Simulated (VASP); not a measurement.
# Pt: single point with BLYP

Pt:

```
Pt
1.0
    -1.58422    1.58422    1.58422
     1.58422   -1.58422    1.58422
     1.58422    1.58422   -1.58422
Pt
1
Direct
  0.00000 0.00000 0.00000
```

```yaml
Program: VASP 6.6.1
Task: single point
Functional: BLYP
Potentials_or_basis: VASP PAW PBE potentials, release 64 (Pt)
Cutoff: 520 eV
k_mesh: 12 × 12 × 12
Occupations: fermi-dirac, width 0.05 eV
Spin: no spin polarisation
```

* Pressure: 13.6 GPa
* Band gap on the k mesh: zero (band 5 reaches 11.67 eV, above the bottom of band 6 at 9.51 eV)

Levels at points of the mesh, in eV from the Fermi level:
```csv
k point,band 3,band 4,band 5,band 6,band 7,band 8
"(0.00, 0.00, 0.00)",-3.41,-3.41,-0.94,-0.94,17.42,17.42
"(0.50, 0.00, 0.00)",-1.13,-0.63,0.61,1.10,6.32,13.57
"(0.50, 0.50, 0.50)",0.58,0.58,0.58,7.88,7.88,7.88
```

It took 8.5 s on 1 thread of Intel(R) Xeon(R) Platinum 8488C (Sapphire Rapids), with other jobs on the host, peak memory 0.13 GiB.

Caveat: the PAW data sets were made with another functional, which shifts forces and pressure a little; spin-orbit coupling is left out, which moves the levels of the heavy elements.
